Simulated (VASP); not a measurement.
The system is NiO.

```
Ni O
1.0
     0.00000    2.24063    2.24063
     2.24063    0.00000    2.24063
     2.24063    2.24063    0.00000
Ni O
1 1
Direct
  0.00000 0.00000 0.00000
  0.75000 0.75000 0.75000
```

Base run:

* Program: VASP 6.6.1
* Functional: LDA
* Potentials or basis: VASP PAW LDA potentials, release 64 (Ni_sv_GW, O)
* Cutoff: 600 eV
* k mesh: 7 × 7 × 7
* Occupations: fermi-dirac, width 0.05 eV
* Spin: collinear spin, ferromagnetic start
* Starting moments: [1.0, 0.0] μB

Its results: pressure -17.4 GPa; net moment 1.58 μB per cell; site moments Ni +1.25; O +0.29 μB.

Task: After a change of settings the same cell gave: pressure -14.4 GPa; net moment 2.00 μB per cell; site moments Ni +1.59; O +0.36 μB. Which change was it?
A. functional from LDA to PBE; potentials or basis from VASP PAW LDA potentials, release 64 (Ni_sv_GW, O) to VASP PAW PBE potentials, release 64 (Ni_sv_GW, O)
B. potentials or basis from VASP PAW LDA potentials, release 64 (Ni_sv_GW, O) to VASP PAW LDA potentials, release 64 (Ni, O); cutoff from 600 eV to 520 eV; further incar settings from ALGO = Normal; EDIFF = 1e-06; NBANDS = 23 to ALGO = Normal; EDIFF = 1e-06; NBANDS = 19; valence electrons from 24 to 16
C. hubbard terms from none to Ni d U = 2.0 eV

Result: C.

Caveats: a cell with one magnetic atom can't hold antiferromagnetic order, which such compounds often take.
